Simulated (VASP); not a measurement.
Cd:

```
CELL_PARAMETERS angstrom
2.97887 0.00000 0.00000
-1.48944 2.57978 0.00000
0.00000 0.00000 5.61765
ATOMIC_POSITIONS crystal
Cd 0.66667 0.33333 0.75000
Cd 0.33333 0.66667 0.25000
```

Base run:

```yaml
Program: VASP 6.6.1
Functional: PBEsol
Potentials_or_basis: VASP PAW PBE potentials, release 64 (Cd)
Cutoff: 520 eV
k_mesh: 10 × 10 × 5
Occupations: fermi-dirac, width 0.05 eV
Spin: non-collinear spin, zero start, spin-orbit coupling
Starting_moments: "[[0.0, 0.0, 0.0], [0.0, 0.0, 0.0]] μB"
```

Its results: pressure -1.3 GPa; net moment 0.00 μB per cell.

Question: The run is repeated on the same cell with these changes: functional from PBEsol to PBE; further incar settings from ALGO = Normal; EDIFF = 1e-07; NBANDS = 36 to ALGO = Fast; EDIFF = 1e-06; NBANDS = 36. What comes out?

Answer: Pressure 3.1 GPa; net moment 0.00 μB per cell.

Caveats: the PAW data sets were made with another functional, which shifts forces and pressure a little (at least some runs); the cell stands under pressure (at least some runs).
